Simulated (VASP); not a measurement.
Wanted: the native input for a VASP 6.6.1 run.

* Task: single point
* Functional: PBE
* Potentials or basis: VASP PAW PBE potentials, release 64 (Pd)
* Cutoff: 520 eV
* k mesh: 24 × 24 × 6
* Occupations: gaussian, width 0.1 eV
* Spin: no spin polarisation
* Dipole correction: no
* Further INCAR settings: ALGO = Fast; EDIFF = 1e-07; NBANDS = 28

The structure of Pd lies in POSCAR:

```
Pd
1.0
    2.6129289528      0.0000000000      0.0000000000
   -1.3064644764      2.2628628514      0.0000000000
    0.0000000000      0.0000000000      8.6279730856
Pd
4
Direct
    0.0000000000      0.0000000000      0.0000000000
    0.3333333333      0.6666666667      0.2500000000
    0.0000000000      0.0000000000      0.5000000000
    0.6666666667      0.3333333333      0.7500000000
```

This isn't the form of Pd at room conditions, which is fcc.

This cell differs from its parent crystal: equal strain along all axes, cell held: -6.0 %.

These files were run (other wordings do the same):

INCAR

```
  PREC = Accurate
  ENCUT = 520
  EDIFF = 1E-7
  ISMEAR = 0
  SIGMA = 0.1
  LREAL = False
  LASPH = True
  NELM = 60
  ALGO = Fast
  ISIF = 2
  LWAVE = False
  LCHARG = True
  GGA = PE
  LELF = True
  LVHAR = True
  NBANDS = 28
```

KPOINTS

```
Automatic mesh
0
Gamma
  24 24 6
```

Potentials or basis: VASP PAW PBE potentials, release 64 (Pd).

Command:

```console
$ cat potpaw_PBE.64/Pd/POTCAR > POTCAR
$ mpirun -np 1 vasp_std > vasp.out
```

It gave:

The pressure is 50.9 GPa and the band gap on the k mesh is zero (bands 20 and 21 overlap by 1.20 eV).

Caveat: the cell differs from its parent crystal (equal strain along all axes, cell held: -6.0 %); the cell stands under pressure.

Wall time 9.1 min on 1 thread of Intel(R) Xeon(R) Platinum 8175M CPU @ 2.50GHz (Skylake/Cascade Lake) (shared host), peak memory 0.36 GiB.
